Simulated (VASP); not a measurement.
**Si: single point with PBE**

The system is Si.

```
Si
1.0
     0.00085   -0.00018   -2.47948
     2.40787   -3.97222    0.00100
    -6.90742   -3.79089   -0.00228
Si
6
Cartesian
  -2.2503 -3.8821 -1.2404
  -4.4992 -7.7627 1.2386
  -4.5527 -5.1457 -1.2412
  -2.3010 -1.2633 -1.2404
  -4.6039 -2.5272 -1.2412
  0.0524 -2.6182 -1.2397
```

```yaml
Program: VASP 6.6.1
Task: single point
Functional: PBE
Potentials_or_basis: VASP PAW PBE potentials, release 64 (Si)
Cutoff: 520 eV
k_mesh: 10 × 6 × 4
Occupations: gaussian, width 0.1 eV
Spin: no spin polarisation
Dipole_correction: no
Further_INCAR_settings: ALGO = Normal; EDIFF = 1e-06; NBANDS = 21
```

```json
{
 "Pressure": "-0.1 GPa",
 "Band gap on the k mesh": "zero (bands 12 and 13 overlap by 3.21 eV)"
}
```

Stress tensor (GPa, compression positive):
```
 0.02  0.01  0.00
 0.01 -0.17  0.00
 0.00  0.00 -0.06
```

Levels at points of the mesh, in eV from the Fermi level:
| k point | band 9 | band 10 | band 11 | band 12 | band 13 | band 14 | band 15 | band 16 |
| --- | --- | --- | --- | --- | --- | --- | --- | --- |
| (0.00, 0.00, 0.00) | -4.47 | -4.44 | -4.43 | 0.62 | 0.62 | 2.32 | 2.32 | 5.32 |
| (0.50, 0.00, 0.00) | -2.24 | -1.18 | -1.18 | -0.89 | -0.89 | -0.73 | -0.73 | 0.85 |
| (0.00, 0.50, 0.00) | -2.93 | -2.92 | 0.56 | 0.56 | 2.32 | 2.32 | 3.20 | 3.21 |
| (0.50, 0.50, 0.00) | -3.72 | -3.72 | -3.38 | -3.37 | 1.10 | 1.10 | 1.83 | 1.83 |
| (0.00, 0.00, 0.50) | -2.94 | -2.94 | -1.58 | -1.57 | 0.19 | 0.19 | 4.86 | 4.86 |
| (0.50, 0.00, 0.50) | -2.42 | -2.42 | -1.92 | -1.92 | -1.67 | -1.67 | 1.69 | 1.70 |
| (0.00, 0.50, 0.50) | 0.65 | 0.65 | 0.97 | 0.97 | 1.70 | 1.70 | 2.32 | 2.32 |
| (0.50, 0.50, 0.50) | -2.93 | -2.73 | -2.37 | -2.31 | -1.84 | -1.47 | 1.43 | 1.69 |

Wall time 4.5 min on 1 thread of Intel Xeon 8259CL (shared host), peak memory 0.29 GiB.
